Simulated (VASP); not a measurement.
Input of a VASP 6.6.1 run:

File INCAR:

```
SYSTEM = Nb3Sn
PREC = Accurate
ENCUT = 520
EDIFF = 1E-7
ISMEAR = -1
SIGMA = 0.05
LREAL = .FALSE.
LASPH = .TRUE.
NELM = 80
ALGO = Normal
ISIF = 2
LWAVE = .FALSE.
LCHARG = .FALSE.
GGA = PE
IBRION = 2
NSW = 80
EDIFFG = -0.02
KPAR = 2
```

KPOINTS

```
regular mesh
0
G
  6 6 6
  0 0 0
```

Contents of POSCAR:

```
Nb3Sn
1.0
    5.2821000000      0.0000000000      0.0000000000
    0.0000000000      5.2821000000      0.0000000000
    0.0000000000      0.0000000000      5.2821000000
Nb Sn
6 2
Direct
    0.2500000000      0.0000000000      0.5000000000
    0.5000000000      0.7500000000      0.0000000000
    0.7500000000      0.0000000000      0.5000000000
    0.5000000000      0.2500000000      0.0000000000
    0.0000000000      0.5000000000      0.7500000000
    0.0000000000      0.5000000000      0.2500000000
    0.0000000000      0.0000000000      0.0000000000
    0.5000000000      0.5000000000      0.5000000000
```

Potentials or basis: VASP PAW PBE potentials, release 64 (Nb_sv, Sn_d).

Run with:

```bash
$ cat potpaw_PBE.64/Nb_sv/POTCAR potpaw_PBE.64/Sn_d/POTCAR > POTCAR
$ mpirun -np 2 vasp_std > vasp.out
```

(1) Predict the band gap on the k mesh.

Results:

(1) zero (bands 53 and 54 overlap by 0.57 eV).

Caveat: the relaxation stopped at its first step, so nothing moved; spin-orbit coupling is left out, which moves the levels of the heavy elements.
